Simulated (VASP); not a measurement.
Input of a VASP 6.6.1 run:

The input INCAR:

```
SYSTEM = OsSe
ALGO = Normal
EDIFF = 1E-6
ENCUT = 520
GGA = PE
ISIF = 2
ISMEAR = 0
ISPIN = 2
LASPH = .True.
LCHARG = .False.
LMAXMIX = 4
LORBIT = 11
LREAL = .False.
LWAVE = .False.
MAGMOM = 0.05 0
NBANDS = 18
NELM = 150
PREC = Accurate
SIGMA = 0.05
```

File KPOINTS:

```
k-points
0
Gamma
  10 10 10
  0 0 0
```

Contents of POSCAR:

```
OsSe
1.0
    0.0000000000      2.8174731188      2.8174731188
    2.8174731188      0.0000000000      2.8174731188
    2.8174731188      2.8174731188      0.0000000000
Os Se
1 1
Direct
    0.0000000000      0.0000000000      0.0000000000
    0.2500000000      0.2500000000      0.2500000000
```

Potentials or basis: VASP PAW PBE potentials, release 64 (Os, Se).

Run with:

```bash
$ cat potpaw_PBE.64/Os/POTCAR potpaw_PBE.64/Se/POTCAR > POTCAR
$ mpirun -np 1 vasp_std > vasp.out
```

(1) Estimate the net moment.

(2) Predict the pressure.

## Answers

(1) 0.00 μB per cell.

(2) -7.7 GPa.

Caveat: the cell stands under tension.
